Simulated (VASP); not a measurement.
Input of a VASP 6.6.1 run:

POSCAR

```
GaP
1.0
    0.0000000000      2.7252500000      2.7933812500
    2.7252500000      0.0000000000      2.7933812500
    2.7252500000      2.7252500000      0.0000000000
Ga P
1 1
Direct
    0.0000000000      0.0000000000      0.0000000000
    0.7500000000      0.7500000000      0.7500000000
```

INCAR.step1

```
PREC = Accurate ; ENCUT = 520
ISMEAR = 0 ; SIGMA = 0.05
LREAL = False ; LASPH = True
NELM = 100 ; NBANDS = 16
GGA = PE ; ALGO = Normal
EDIFF = 1E-4 ; LWAVE = True
LCHARG = False
```

Contents of INCAR.step2:

```
PREC = Accurate ; ENCUT = 520
EDIFF = 1E-7 ; ISMEAR = 0
SIGMA = 0.05 ; LREAL = False
LASPH = True ; NELM = 100
ALGO = Normal ; ISIF = 2
LWAVE = False ; LCHARG = True
METAGGA = R2SCAN ; LMIXTAU = True
LELF = True ; LVHAR = True
NBANDS = 16 ; ISTART = 1
```

KPOINTS

```
regular mesh
0
Gamma
  8 8 8
```

Potentials or basis: VASP PAW PBE potentials, release 64 (Ga_d, P).

Run with:

```bash
$ cat potpaw_PBE.64/Ga_d/POTCAR potpaw_PBE.64/P/POTCAR > POTCAR
$ cp INCAR.step1 INCAR
$ mpirun -np 1 vasp_std > vasp.out
$ cp INCAR.step2 INCAR
$ mpirun -np 1 vasp_std > vasp.out
```

Problem. Predict the pressure.

Solution. -2.1 GPa.

Problem. Predict the band gap on the k mesh.

Solution. 1.81 eV, indirect (least direct gap 2.07 eV).

Stress tensor (GPa, compression positive):
```
-1.40  0.00  0.00
 0.00 -1.40  0.00
 0.00  0.00 -3.50
```

Caveat: the cell differs from its parent crystal (strain +0.0250 x Voigt [0, 0, 1, 0, 0, 0]); the PAW data sets were made with another functional, which shifts forces and pressure a little. A k mesh can miss the band edges.
